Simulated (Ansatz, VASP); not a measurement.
# ZrB2: VASP beside Ansatz

```xyz
3
Lattice="3.1700 0.0000 0.0000 -1.5850 2.7453 0.0000 0.0000 0.0000 3.5330" Properties=species:S:1:pos:R:3 pbc="T T T"
Zr    0.0000    0.0000    0.0000
B     1.5850    0.9151    1.7665
B     0.0000    1.8302    1.7665
```

Alike in both runs: task single point; functional PBE0; k mesh 6 × 6 × 4; occupations fermi-dirac, width 0.05 eV; no spin polarisation.

|  | VASP | Ansatz |
| --- | --- | --- |
| version | VASP 6.6.1 | Ansatz 0.2.0 |
| potentials or method | VASP PAW PBE potentials, release 64 (Zr_sv, B) | Ansatz PAW |
| plane-wave cutoff (eV) | 520 | 420 |
| valence electrons in the cell | 18 | 18 |

Ansatz gave:

- gap on the k mesh at the Fermi level (eV): none
- pressure (GPa): -2.2
- traceless stress, the component that is largest in VASP (GPa): -1.65

Task: Estimate VASP's values.

Result: gap on the k mesh at the Fermi level (eV): none; pressure (GPa): -2.2; traceless stress, the component that is largest in VASP (GPa): -1.57.

A gap of «none» marks a metal or a gap that the smearing closes.

The k mesh is coarse, so the values compare programs but aren't converged.
